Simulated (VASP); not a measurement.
Wanted: the native input for a VASP 6.6.1 run.

| Item | Value |
| --- | --- |
| Task | single point |
| Functional | PBEsol |
| Potentials or basis | VASP PAW PBE potentials, release 64 (In_d, P) |
| Cutoff | 520 eV |
| k mesh | 11 × 11 × 11 |
| Occupations | fermi-dirac, width 0.03 eV |
| Spin | no spin polarisation |
| Dipole correction | no |
| Further INCAR settings | ALGO = Normal; EDIFF = 1e-07; NBANDS = 16 |

The structure of InP lies in POSCAR:

```
InP
1.0
    0.0571000000      2.8835500000      2.8835500000
    2.8835500000      0.0571000000      2.8835500000
    2.8835500000      2.8835500000      0.0571000000
In P
1 1
Direct
    0.0000000000      0.0000000000      0.0000000000
    0.5000000000      0.5000000000      0.5000000000
```

This cell differs from its parent crystal: equal xy, yz and zx shear strains of +2 %.

One way to write it, as run:

INCAR

```
PREC     = Accurate       # precision mode
ENCUT    = 520            # plane-wave cutoff, eV
EDIFF    = 1E-7           # SCF threshold, eV
ISMEAR   = -1             # smearing method
SIGMA    = 0.03           # smearing width, eV
LREAL    = F              # projectors in reciprocal space
LASPH    = T              # aspherical terms in the spheres
NELM     = 60             # most SCF steps
ALGO     = Normal         # electronic algorithm
ISIF     = 2              # what is computed and relaxed
LWAVE    = F              # write WAVECAR
LCHARG   = F              # write CHGCAR
GGA      = PS             # functional
NBANDS   = 16             # bands
```

KPOINTS

```
regular mesh
0
Gamma
  11 11 11
```

Potentials or basis: VASP PAW PBE potentials, release 64 (In_d, P).

The run is started by

```bash
$ cat potpaw_PBE.64/In_d/POTCAR potpaw_PBE.64/P/POTCAR > POTCAR
$ mpirun -np 1 vasp_std > vasp.out
```

Results of the run:

```yaml
Pressure: -8.2 GPa
Band_gap_on_the_k_mesh: zero (band 9 reaches 6.21 eV, above the bottom of band 10 at 3.95 eV)
```

Caveat: the cell differs from its parent crystal (equal xy, yz and zx shear strains of +2 %); the PAW data sets were made with another functional, which shifts forces and pressure a little; spin-orbit coupling is left out, which moves the levels of the heavy elements.

It took 3.2 min on 1 thread of Intel Xeon 8259CL, with other jobs on the host, peak memory 0.24 GiB.
